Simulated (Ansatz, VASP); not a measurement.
One calculation of TiSi2, two programs

Contents of INCAR:

```
  PREC = Accurate
  ENCUT = 520
  EDIFF = 1E-6
  ISMEAR = -1
  SIGMA = 0.05
  LREAL = F
  LASPH = T
  NELM = 60
  ALGO = Normal
  ISIF = 2
  LWAVE = F
  LCHARG = T
  GGA = PS
  LELF = T
  LVHAR = T
  NBANDS = 29
```

KPOINTS

```
Automatic mesh
0
Gamma
  6 6 6
```

File POSCAR:

```
TiSi2
1.0
    0.0000000000      4.1175163063      4.1776398787
    2.3895119538      0.0000000000      4.1776398787
    2.3895119538      4.1175163063      0.0000000000
Ti Si
2 4
Direct
    0.7500000000      0.7500000000      0.7500000000
    0.5000000000      0.5000000000      0.5000000000
    0.4125656100      0.0874343900      0.4125656100
    0.0874343900      0.4125656100      0.0874343900
    0.1625656100      0.8374343900      0.1625656100
    0.8374343900      0.1625656100      0.8374343900
```

input.yaml

```yaml
crystal:
  lattice:
    - [0.0, 4.1175163063, 4.1776398787]
    - [2.3895119538, 0.0, 4.1776398787]
    - [2.3895119538, 4.1175163063, 0.0]
  atoms:
    - { symbol: Ti, position: [0.75, 0.75, 0.75] }
    - { symbol: Ti, position: [0.5, 0.5, 0.5] }
    - { symbol: Si, position: [0.41256561, 0.08743439, 0.41256561] }
    - { symbol: Si, position: [0.08743439, 0.41256561, 0.08743439] }
    - { symbol: Si, position: [0.16256561, 0.83743439, 0.16256561] }
    - { symbol: Si, position: [0.83743439, 0.16256561, 0.83743439] }
hamiltonian:
  xc: pbesol
  pseudopotentials: { kind: paw }
kpoints:
  mp_grid: { grid: [6, 6, 6] }
  band_path:
    path:
      - [[0.0, 0.0, 0.0], [0.5, 0.0, 0.5], [1.0, 0.5, 0.5], [0.5, 0.5, 0.0], [0.0, 0.0, 0.0], [0.0, 0.4159845716, 0.4159845716], [0.5, 0.2475940028, 0.7475940028], [0.5, 0.0, 0.5]]
      - [[1.0, 0.5, 0.5], [1.0, 0.5840154284, 0.5840154284]]
      - [[0.0, 0.4159845716, 0.4159845716], [0.5, 0.7524059972, 0.2524059972], [0.5, 0.5, 0.0]]
      - [[0.5, 0.5, 0.5], [0.0, 0.0, 0.0]]
    npoints: 14
scf:
  occupations: { method: fermi_dirac, width: 0.05 }
  n_extra_bands: 15
output:
  forces: true
  stress: true
  eigenvalues: true
  fatbands: false
```

Alike in both runs: functional PBEsol; k mesh 6 × 6 × 6; occupations fermi-dirac, width 0.05 eV; no spin polarisation.

|  | VASP | Ansatz |
| --- | --- | --- |
| version | VASP 6.6.1 | Ansatz 0.2.0 |
| potentials or method | VASP PAW PBE potentials, release 64 (Ti_sv, Si) | Ansatz PAW |
| plane-wave cutoff (eV) | 520 | 420 |
| valence electrons in the cell | 40 | 40 |
| task | single point | band structure |

Ansatz gave:

```
gap on the k mesh at the Fermi level (eV)                     : none
pressure (GPa)                                                : 1.8
traceless stress, the component that is largest in VASP (GPa) : 4.99
rms of the force components (eV/Å)                            : 0.063
```

Question: What did VASP give for the same quantities?

Answer: gap on the k mesh at the Fermi level (eV): none; pressure (GPa): 1.9; traceless stress, the component that is largest in VASP (GPa): 5.05; rms of the force components (eV/Å): 0.064.

VASP's potentials were made for PBE, not for PBEsol. Atom by atom the forces differ by 0.000 eV/Å (rms over components). A gap of «none» marks a metal or a gap that the smearing closes. With one functional, cell and mesh, what is left measures potentials, basis and numerics.
